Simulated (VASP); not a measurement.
**NaTiBr3: single point with PBE**

NaTiBr3:

```
Na Ti Br
1.0
     4.90115    0.00000    0.00000
     0.00000    4.90115    0.00000
     0.00000    0.00000    4.90115
Na Ti Br
1 1 3
Direct
  0.00000 0.00000 0.00000
  0.50000 0.50000 0.50000
  0.00000 0.50000 0.50000
  0.50000 0.00000 0.50000
  0.50000 0.50000 0.00000
```

- Program: VASP 6.6.1
- Task: single point
- Functional: PBE
- Potentials or basis: VASP PAW PBE potentials, release 64 (Na_pv, Ti_sv, Br)
- Cutoff: 520 eV
- k mesh: 4 × 4 × 4
- Occupations: gaussian, width 0.1 eV
- Spin: collinear spin
- Starting moments: [0.0, 1.0, 0.0, 0.0, 0.0] μB
- Dipole correction: no
- Further INCAR settings: ALGO = Normal; EDIFF = 1e-07; NBANDS = 32

- Pressure: 10.7 GPa
- Net moment: 1.60 μB per cell
- Site moments: Na +0.00; Ti +1.20; Br +0.02 μB
- Valence electrons inside the program's atomic spheres: Na 5.98; Ti 10.43; Br 4.98

Levels at points of the mesh, in eV from the Fermi level:
Spin up:
| k point | band 16 | band 17 | band 18 | band 19 | band 20 | band 21 | band 22 | band 23 | band 24 | band 25 |
| --- | --- | --- | --- | --- | --- | --- | --- | --- | --- | --- |
| (0.00, 0.00, 0.00) | -4.52 | -3.85 | -3.85 | -3.85 | -1.45 | -1.45 | -1.45 | -0.09 | 0.31 | 0.31 |
| (0.50, 0.00, 0.00) | -5.59 | -4.90 | -4.06 | -4.06 | -1.40 | 0.07 | 0.07 | 0.32 | 1.21 | 2.34 |
| (0.50, 0.50, 0.00) | -5.54 | -5.34 | -5.34 | -3.32 | 0.08 | 0.08 | 0.33 | 0.67 | 2.52 | 3.42 |
| (0.50, 0.50, 0.50) | -6.22 | -3.30 | -3.30 | -3.30 | 0.30 | 0.41 | 0.41 | 0.41 | 3.87 | 3.87 |
Spin down:
| k point | band 16 | band 17 | band 18 | band 19 | band 20 | band 21 | band 22 | band 23 |
| --- | --- | --- | --- | --- | --- | --- | --- | --- |
| (0.00, 0.00, 0.00) | -4.48 | -3.81 | -3.81 | -3.81 | -0.32 | -0.32 | -0.32 | -0.06 |
| (0.50, 0.00, 0.00) | -5.43 | -4.86 | -4.02 | -4.02 | -0.24 | 0.88 | 1.30 | 1.30 |
| (0.50, 0.50, 0.00) | -5.38 | -5.28 | -5.28 | -3.29 | 1.24 | 1.32 | 1.32 | 1.60 |
| (0.50, 0.50, 0.50) | -6.05 | -3.27 | -3.27 | -3.27 | 0.35 | 1.74 | 1.74 | 1.74 |

It took 2.5 min on 1 thread of Intel Xeon 8259CL (shared host), peak memory 0.27 GiB.

Caveat: the cell stands under pressure; semilocal functionals often make such compounds metallic where correlation or magnetic order opens a gap, which also shifts bond lengths.
